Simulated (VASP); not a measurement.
# Te (P3_121) in VASP: notebook

The runs below take Te through single point, relaxation of cell and atoms, with PBE.

All numbers are computed with VASP 6.6.1; they aren't measurements. Logs are shortened: lines on timing, memory, paths and dates and some standing lists are left out, and cuts for length are marked.

## Step 1: The cell of the first run

The structure is trigonal, space group P3_121 (No. 152). Conventional cell: a = 4.525 Å, b = 4.525 Å, c = 5.955 Å, α = 90.00°, β = 90.00°, γ = 120.00°. Within 3.8 Å of Te (site symmetry 2) lie 6 Te at 2.89 to 3.52 Å.

## Step 2: Single point, PBE

The input, INCAR:

```
ALGO = Normal ; EDIFF = 1E-6
ENCUT = 520 ; GGA = PE
ISIF = 2 ; ISMEAR = 0
LASPH = True ; LCHARG = False
LREAL = False ; LWAVE = False
NBANDS = 16 ; NELM = 60
PREC = Accurate ; SIGMA = 0.01
```

The input, KPOINTS:

```
k-points
0
Gamma
  9 9 6
```

The input, POSCAR:

```
Te
1.0
    4.5248595451      0.0000000000      0.0000000000
   -2.2624297726      3.9186433146      0.0000000000
    0.0000000000      0.0000000000      5.9545869914
Te
3
Direct
    0.7324198516      0.0000000000      0.3333333333
    0.0000000000      0.7324198516      0.6666666667
    0.2675801484      0.2675801484      0.0000000000
```

Potentials or basis: VASP PAW PBE potentials, release 64 (Te).

The run is started by

```sh
$ cat potpaw_PBE.64/Te/POTCAR > POTCAR
$ mpirun -np 1 vasp_std > vasp.out
```

OUTCAR:

```text
EDIFF = 1E-6
   ENCUT = 520
   GGA = PE
   ISIF = 2
   ISMEAR = 0
   LASPH = True
   LREAL = False
   NELM = 60
   PREC = Accurate

 ion  position               nearest neighbor table
   1  0.732  0.000  0.333-   3 2.89   2 2.89   3 3.52   3 3.52   2 3.52   2 3.52
   2  0.000  0.732  0.667-   3 2.89   1 2.89   3 3.52   3 3.52   1 3.52   1 3.52
   3  0.268  0.268  0.000-   1 2.89   2 2.89   2 3.52   1 3.52   1 3.52   2 3.52

  LATTYP: Found a hexagonal cell.
 ALAT       =     4.5248595451
 C/A-ratio  =     1.3159716743

  Lattice vectors:

 A1 = (   4.5248595451,   0.0000000000,   0.0000000000)
 A2 = (  -2.2624297726,   3.9186433146,   0.0000000000)
 A3 = (   0.0000000000,   0.0000000000,   5.9545869914)

Analysis of symmetry for initial positions (statically):
=====================================================================
 Subroutine PRICEL returns:
 Original cell was already a primitive cell.

 Routine SETGRP: Setting up the symmetry group for a
 hexagonal supercell.

 Subroutine GETGRP returns: Found  6 space group operations
 (whereof  2 operations were pure point group operations)
 out of a pool of 24 trial point group operations.

The static configuration has the point symmetry C_2 .
 The point group associated with its full space group is D_3 .

Analysis of symmetry for dynamics (positions and initial velocities):
=====================================================================
 Subroutine PRICEL returns:
 Original cell was already a primitive cell.

 Routine SETGRP: Setting up the symmetry group for a
 hexagonal supercell.

 Subroutine GETGRP returns: Found  6 space group operations
 (whereof  2 operations were pure point group operations)
 out of a pool of 24 trial point group operations.

The dynamic configuration has the point symmetry C_2 .
 The point group associated with its full space group is D_3 .

 Subroutine INISYM returns: Found  6 space group operations
 (whereof  2 operations are pure point group operations),
 and found     1 'primitive' translations

----------------------------------------------------------------------------------------

                                     Primitive cell

  volume of cell :     105.5826

  direct lattice vectors                    reciprocal lattice vectors
     4.524859545  0.000000000  0.000000000     0.221001335  0.127595180  0.000000000
    -2.262429773  3.918643315  0.000000000     0.000000000  0.255190360  0.000000000
     0.000000000  0.000000000  5.954586991     0.000000000  0.000000000  0.167937760

  length of vectors
     4.524859545  4.524859545  5.954586991     0.255190360  0.255190360  0.167937760

  position of ions in fractional coordinates (direct lattice)
     0.732419852  0.000000000  0.333333333
     1.000000000  0.732419852  0.666666667
     0.267580148  0.267580148  0.000000000

  ion indices of the primitive-cell ions
   primitive index   ion index
                 1           1
                 2           2
                 3           3

----------------------------------------------------------------------------------------

 KPOINTS: k-points

Automatic generation of k-mesh.
 Grid dimensions read from file:
 generate k-points for:    9    9    6

 Generating k-lattice:

  Cartesian coordinates                     Fractional coordinates (reciprocal lattice)
     0.024555704  0.014177242  0.000000000     0.111111111 -0.000000000  0.000000000
     0.000000000  0.028354484  0.000000000     0.000000000  0.111111111  0.000000000
     0.000000000  0.000000000  0.027989627     0.000000000  0.000000000  0.166666667

  Length of vectors
     0.028354484  0.028354484  0.027989627

  Shift w.r.t. Gamma in fractional coordinates (k-lattice)
     0.000000000  0.000000000  0.000000000

 Subroutine IBZKPT returns following result:
 ===========================================

 Found     62 irreducible k-points:

 Following reciprocal coordinates:
            Coordinates               Weight
  0.000000  0.000000  0.000000      1.000000
  0.111111 -0.000000  0.000000      6.000000
  0.222222 -0.000000  0.000000      6.000000
  0.333333 -0.000000  0.000000      6.000000
  0.444444 -0.000000  0.000000      6.000000
  0.111111  0.111111  0.000000      6.000000
[... 16 lines left out ...]
  0.222222  0.111111  0.166667     12.000000
 -0.111111  0.333333  0.166667     12.000000
 [... further k-points ...]
   k-points           NKPTS =     62   k-points in BZ     NKDIM =     62   number of bands    NBANDS=     16
   number of dos      NEDOS =    301   number of ions     NIONS =      3
   total plane-waves  NPLWV =  62208
   dimension x,y,z NGX =    36 NGY =   36 NGZ =   48
   dimension x,y,z NGXF=    72 NGYF=   72 NGZF=   96
   ions per type =               3
   NGX,Y,Z   is equivalent  to a cutoff of  13.23, 13.23, 13.40 a.u.
   NGXF,Y,Z  is equivalent  to a cutoff of  26.45, 26.45, 26.80 a.u.
 SYSTEM =  unknown system
   PREC   = accura    normal or accurate (medium, high low for compatibility)
   ISTART =      0    job   : 0-new  1-cont  2-samecut
   ICHARG =      2    charge: 1-file 2-atom 10-const
   ISPIN  =      1    spin polarized calculation?
   LNONCOLLINEAR =      F non collinear calculations
   LSORBIT =      F    spin-orbit coupling
   LASPH  =      T    aspherical Exc in radial PAW
   ENCUT  =  520.0 eV  38.22 Ry    6.18 a.u.   8.41  8.41 11.07*2*pi/ulx,y,z
   NELM   =     60;   NELMIN=  2; NELMDL= -5     # of ELM steps
   EDIFF  = 0.1E-05   stopping-criterion for ELM
   LREAL  =      F    real-space projection
[... 7 lines left out ...]
   TEBEG  =    0.0;   TEEND  =   0.0 temperature during run
   PSTRESS=    0.0 pullay stress
   NELECT =      18.0000    total number of electrons
   NUPDOWN=      -1.0000    fix difference up-down
   EMIN   =  10.00;   EMAX   =-10.00  energy-range for DOS
   EFERMI =   0.00;   METHOD = LEGACY
   ISMEAR =     0;   SIGMA  =   0.01  broadening in eV -4-tet -1-fermi 0-gaus
   EFERMI_NEDOS =   21; number of points for ismear=-14 and -15
   IALGO  =     38    algorithm
   IMIX   =      4    mixing-type and parameters
     AMIX     =   0.40;   BMIX     =  1.00
     AMIX_MAG =   1.60;   BMIX_MAG =  1.00
  volume/ion in A,a.u.               =      35.19       237.50
  Fermi-wavevector in a.u.,A,eV,Ry     =   0.907754  1.715406 11.211436  0.824017
  Thomas-Fermi vector in A             =   2.031599
   LORBIT       =      0    0 simple, 1 ext, 2 COOP (PROOUT), +10 PAW based schemes
   GGA     = PE    functional components
   LHFCALC =     F    Hartree Fock is set to
   AEXX    =    0.0000 exact exchange contribution
   IVDW    =     0    specifies the selected vdW correction
   LEPSILON=     F    determine dielectric tensor
   LRPA    =     F    only Hartree local field effects (RPA)
 non-spin polarized calculation
 Gauss-broadening in eV      SIGMA  =   0.01
  energy-cutoff  :      520.00
  volume of cell :      105.58
 maximum number of plane-waves:      2902
 NGX is ok and might be reduce to    36
   NGX = 17   NGY = 17   NGZ = 23

 number of electron      17.9999999 magnetization

 Free energy of the ion-electron system (eV)
  ---------------------------------------------------
  ext. energy  EPLUGINS =         0.00000000
  ---------------------------------------------------
  free energy    TOTEN  =        -9.43137316 eV

  energy without entropy =       -9.43137316  energy(sigma->0) =       -9.43137316

 E-fermi :   5.5811     XC(G=0):  -8.9079

 val. band max:        5.4845592382   @ k =   0.3333   0.3333   0.5000
 cond. band min:       5.7064288271   @ k =   0.3333   0.3333   0.5000
 fundamental gap:      0.2218695889
 Fermi energy:         5.5810663594

 k-point     1 :       0.0000    0.0000    0.0000
  band No.  band energies     occupation
      1      -7.8712      2.00000
      2      -4.7078      2.00000
      3      -4.7078      2.00000
      4       2.5158      2.00000
      5       2.7727      2.00000
      6       2.7727      2.00000
[... 8 lines left out ...]
     15      11.3706      0.00000
     16      11.8204      0.00000

 k-point     2 :       0.1111   -0.0000    0.0000
  band No.  band energies     occupation
      1      -7.7933      2.00000
      2      -4.7364      2.00000
      3      -4.6903      2.00000
      4       1.9402      2.00000
      5       2.3922      2.00000
      6       2.6345      2.00000
[... 8 lines left out ...]
     15      11.5783      0.00000
     16      11.8543      0.00000

 k-point     3 :       0.2222   -0.0000    0.0000
  band No.  band energies     occupation
      1      -7.5709      2.00000
      2      -4.8544      2.00000
      3      -4.6423      2.00000
      4       1.2236      2.00000
      5       1.8724      2.00000
      6       2.3083      2.00000
[... 8 lines left out ...]
     15      11.8216      0.00000
     16      12.4285      0.00000

 k-point     4 :       0.3333   -0.0000    0.0000
  band No.  band energies     occupation
      1      -7.2492      2.00000
      2      -5.0984      2.00000
      3      -4.5815      2.00000
      4       0.8838      2.00000
      5       1.4669      2.00000
      6       2.0359      2.00000
[... 8 lines left out ...]
     15      12.5363      0.00000
     16      13.3417      0.00000
[... 324 lines left out ...]
 k-point    22 :       0.1111    0.1111    0.1667
  band No.  band energies     occupation
      1      -7.5495      2.00000
      2      -5.5079      2.00000
      3      -4.0008      2.00000
      4       1.5276      2.00000
      5       1.7982      2.00000
      6       2.6619      2.00000
[... 8 lines left out ...]
     15      11.7469      0.00000
     16      11.9731      0.00000

 k-point    23 :       0.2222    0.1111    0.1667
  band No.  band energies     occupation
      1      -7.2765      2.00000
      2      -5.4882      2.00000
      3      -4.1732      2.00000
      4       0.8929      2.00000
      5       1.4153      2.00000
      6       2.3021      2.00000
[... 8 lines left out ...]
     15      12.6011      0.00000
     16      13.1161      0.00000

 k-point    24 :      -0.1111    0.3333    0.1667
  band No.  band energies     occupation
      1      -7.2842      2.00000
      2      -5.4155      2.00000
      3      -4.2868      2.00000
      4       1.1625      2.00000
      5       1.5619      2.00000
      6       2.5150      2.00000
[... 8 lines left out ...]
     15      12.1753      0.00000
     16      12.4678      0.00000

 [... further k-points ...]
[... 5 lines left out ...]
  --------------------------------------------------------------------------------------
  -------------------------------------------------------------------------------------
  Total       -0.0077341     -0.0077341     -0.0048305      0.0000000      0.0000000      0.0000000
  in kB       -0.1173623     -0.1173623     -0.0733013      0.0000000      0.0000000      0.0000000
  external PRESSURE =      -0.1026753 kB  Pullay stress =       0.0000000 kB

 VOLUME and BASIS-vectors are now :
 -----------------------------------------------------------------------------
  energy-cutoff  :      520.00
  volume of cell :      105.58
      direct lattice vectors                 reciprocal lattice vectors
     4.524859545  0.000000000  0.000000000     0.221001335  0.127595180  0.000000000
    -2.262429773  3.918643315  0.000000000     0.000000000  0.255190360  0.000000000
     0.000000000  0.000000000  5.954586991     0.000000000  0.000000000  0.167937760

 POSITION                                       TOTAL-FORCE (eV/Angst)
 -----------------------------------------------------------------------------------
      3.31410      0.00000      1.98486        -0.013412      0.000000      0.000000
     -1.65705      2.87009      3.96972         0.006706     -0.011615      0.000000
      0.60538      1.04855      0.00000         0.006706      0.011615      0.000000
 -----------------------------------------------------------------------------------
    total drift:                               -0.000000      0.000000     -0.000000

  FREE ENERGIE OF THE ION-ELECTRON SYSTEM (eV)
  ---------------------------------------------------
  free  energy   TOTEN  =        -9.4313731640 eV

  energy  without entropy=       -9.4313731640  energy(sigma->0) =       -9.43137316
```

Run time: 2.4 min. Hardware: 1 thread of Oxide Virtual Turin-like, shared host; peak memory 0.24 GiB.

Results:

```
Free energy            : -9.4314 eV
Pressure               : 0.0 GPa
Largest force          : 0.013 eV/Å
Band gap on the k mesh : 0.22 eV, direct
```

Forces in eV/Å, atoms in the order of the input:
```
Te  -0.013  0.000  0.000
Te   0.007 -0.012  0.000
Te   0.007  0.012  0.000
```

Caveat: spin-orbit coupling is left out, which moves the levels of the heavy elements. A k mesh can miss the band edges.

## Step 3: Relaxation of cell and atoms, PBE

This run uses another cell than the first one, of 35.47 Å³/atom, 1.008 times its volume.

The input, INCAR:

```
SYSTEM = Te
PREC = Accurate ; ENCUT = 600
EDIFF = 1E-6 ; ISMEAR = 0
SIGMA = 0.01 ; LREAL = .FALSE.
LASPH = .TRUE. ; NELM = 100
ALGO = Normal ; ISIF = 3
LWAVE = .FALSE. ; LCHARG = .FALSE.
GGA = PE ; IBRION = 2
NSW = 100 ; EDIFFG = -0.01
```

The input, KPOINTS:

```
Automatic mesh
0
G
  9 9 6
  0 0 0
```

The input, POSCAR:

```
Te
1.0
    4.5512958873      0.0000000000      0.0000000000
   -2.2756479437      3.9415378586      0.0000000000
    0.0000000000      0.0000000000      5.9316507779
Te
3
Direct
    0.7330921932      0.0000000000      0.3333333333
    0.0000000000      0.7330921932      0.6666666667
    0.2669078068      0.2669078068      0.0000000000
```

Potentials or basis: VASP PAW PBE potentials, release 64 (Te).

The run is started by

```sh
$ cat potpaw_PBE.64/Te/POTCAR > POTCAR
$ mpirun -np 1 vasp_std > vasp.out
```

OUTCAR:

```text
SYSTEM = Te
   PREC = Accurate
   ENCUT = 600
   EDIFF = 1E-6
   ISMEAR = 0
   LREAL = .FALSE.
   LASPH = .TRUE.
   NELM = 100
   ISIF = 3
   GGA = PE
   IBRION = 2
   NSW = 100
   EDIFFG = -0.01

 ion  position               nearest neighbor table
   1  0.733  0.000  0.333-   3 2.89   2 2.89   3 3.53   3 3.53   2 3.53   2 3.53
   2  0.000  0.733  0.667-   3 2.89   1 2.89   3 3.53   3 3.53   1 3.53   1 3.53
   3  0.267  0.267  0.000-   1 2.89   2 2.89   2 3.53   1 3.53   2 3.53   1 3.53

  LATTYP: Found a hexagonal cell.
 ALAT       =     4.5512958873
 C/A-ratio  =     1.3032883216

  Lattice vectors:

 A1 = (   4.5512958873,   0.0000000000,   0.0000000000)
 A2 = (  -2.2756479437,   3.9415378586,   0.0000000000)
 A3 = (   0.0000000000,   0.0000000000,   5.9316507779)

Analysis of symmetry for initial positions (statically):
=====================================================================
 Subroutine PRICEL returns:
 Original cell was already a primitive cell.

 Routine SETGRP: Setting up the symmetry group for a
 hexagonal supercell.

 Subroutine GETGRP returns: Found  6 space group operations
 (whereof  2 operations were pure point group operations)
[... 177 lines left out ...]
  Total       -0.1348694     -0.1348694     -0.0471062      0.0000000      0.0000000      0.0000000
  in kB       -2.0307088     -2.0307088     -0.7092716      0.0000000      0.0000000      0.0000000
  external PRESSURE =      -1.5902297 kB  Pullay stress =       0.0000000 kB
[... 283 lines left out ...]
--------------------------------------- Ionic step        9  -------------------------------------------

 number of electron      17.9999999 magnetization

 Free energy of the ion-electron system (eV)
  ---------------------------------------------------
  ext. energy  EPLUGINS =         0.00000000
  ---------------------------------------------------
  free energy    TOTEN  =        -9.43157619 eV

  energy without entropy =       -9.43157619  energy(sigma->0) =       -9.43157619

 E-fermi :   5.6196     XC(G=0):  -8.9211

 val. band max:        5.5189052295   @ k =   0.3333   0.3333   0.5000
 cond. band min:       5.7329013970   @ k =   0.3333   0.3333   0.5000
 fundamental gap:      0.2139961676
 Fermi energy:         5.6196331134

 k-point     1 :       0.0000    0.0000    0.0000
  band No.  band energies     occupation
      1      -7.8455      2.00000
      2      -4.6821      2.00000
      3      -4.6821      2.00000
      4       2.5533      2.00000
      5       2.8149      2.00000
      6       2.8149      2.00000
      7       3.9123      2.00000
      8       3.9123      2.00000
      9       4.7224      2.00000
     10       6.5182      0.00000
     11       6.5182      0.00000
     12       7.0748      0.00000
     13      10.5722      0.00000
[... 354 lines left out ...]
  band No.  band energies     occupation
      1      -7.2524      2.00000
      2      -5.3865      2.00000
      3      -4.2651      2.00000
      4       1.1891      2.00000
      5       1.5895      2.00000
      6       2.5434      2.00000
      7       3.0830      2.00000
      8       3.7619      2.00000
      9       4.9740      2.00000
     10       6.4242      0.00000
     11       7.2637      0.00000
     12       8.0349      0.00000
     13       9.9517      0.00000

 [... further k-points ...]
[... 5 lines left out ...]
  --------------------------------------------------------------------------------------
  -------------------------------------------------------------------------------------
  Total       -0.0190048     -0.0190048     -0.0268611      0.0000000     -0.0000000      0.0000000
  in kB       -0.2891339     -0.2891339     -0.4086575      0.0000000     -0.0000000      0.0000000
  external PRESSURE =      -0.3289751 kB  Pullay stress =       0.0000000 kB
[... 18 lines left out ...]
  FREE ENERGIE OF THE ION-ELECTRON SYSTEM (eV)
  ---------------------------------------------------
  free  energy   TOTEN  =        -9.4315761947 eV

  energy  without entropy=       -9.4315761947  energy(sigma->0) =       -9.43157619

 reached required accuracy - stopping structural energy minimisation
```

OSZICAR:

```text
N       E                     dE             d eps       ncg     rms          rms(c)
DAV:   1     0.849414022259E+02    0.84941E+02   -0.70989E+03  1612   0.123E+03
DAV:   2    -0.344861871608E+01   -0.88390E+02   -0.84665E+02  2148   0.161E+02
DAV:   3    -0.933581835905E+01   -0.58872E+01   -0.58338E+01  1942   0.476E+01
DAV:   4    -0.944890783976E+01   -0.11309E+00   -0.11299E+00  2059   0.786E+00
[... 57 lines left out ...]
DAV:   1    -0.943159982864E+01   -0.46391E-04   -0.11538E-03  1622   0.186E-01    0.264E-02
DAV:   2    -0.943158453757E+01    0.15291E-04   -0.42739E-05  1717   0.413E-02    0.148E-02
DAV:   3    -0.943157752052E+01    0.70171E-05   -0.86504E-06  1752   0.153E-02    0.755E-03
DAV:   4    -0.943157635870E+01    0.11618E-05   -0.38089E-06  1562   0.948E-03    0.140E-02
DAV:   5    -0.943157619471E+01    0.16399E-06   -0.12763E-07   836   0.280E-03
   9 F= -.94315762E+01 E0= -.94315762E+01  d E =-.235830E-04
```

Run time: 6.9 min. Hardware: 1 thread of Oxide Virtual Turin-like, shared host; peak memory 0.26 GiB.

What came out:

| Quantity | Value |
| --- | --- |
| Free energy | -9.4316 eV |
| Relaxed volume | 35.10 Å³/atom |
| Relaxed cell | a = 4.518 Å, b = 4.518 Å, c = 5.956 Å, α = 90.00°, β = 90.00°, γ = 120.00° |
| Space group after relaxing (to 0.05 Å) | P3_121 (No. 152) |
| Energy gained by relaxing | 0.3 meV/atom |
| Ionic steps | 9 |
| Pressure after relaxing | 0.0 GPa |
| Band gap on the k mesh | 0.21 eV, direct |

Step by step:
| step | energy change (eV) | largest force (eV/Å) | pressure (GPa) | volume (Å³) |
| --- | --- | --- | --- | --- |
| 1 | 0.0000 | 0.0043 | -0.16 | 106.41 |
| 2 | -0.0003 | 0.0228 | 0.05 | 105.87 |
| 3 | -0.0003 | 0.0205 | 0.03 | 105.91 |
| 4 | -0.0005 | 0.0193 | 0.02 | 105.80 |
| 5 | -0.0008 | 0.0163 | 0.00 | 105.47 |
| 6 | -0.0008 | 0.0160 | 0.00 | 105.45 |
| 7 | -0.0009 | 0.0092 | -0.02 | 105.43 |
| 8 | -0.0009 | 0.0022 | -0.06 | 105.40 |
| 9 | -0.0009 | 0.0013 | -0.03 | 105.31 |

Final structure:
```
CELL_PARAMETERS angstrom
4.51841 0.00000 0.00000
-2.25920 3.91306 0.00000
0.00000 0.00000 5.95625
ATOMIC_POSITIONS crystal
Te 0.73135 0.00000 0.33333
Te 0.00000 0.73135 0.66667
Te 0.26865 0.26865 0.00000
```

Levels at points of the mesh, in eV from the valence-band top:
```csv
k point,band 6,band 7,band 8,band 9,band 10,band 11,band 12,band 13
"(0.00, 0.00, 0.00)",-2.70,-1.61,-1.61,-0.80,1.00,1.00,1.56,5.05
"(0.00, 0.00, 0.50)",-2.58,-1.25,-1.00,-1.00,0.48,0.48,0.50,4.17
```

Caveat: spin-orbit coupling is left out, which moves the levels of the heavy elements. A k mesh can miss the band edges.
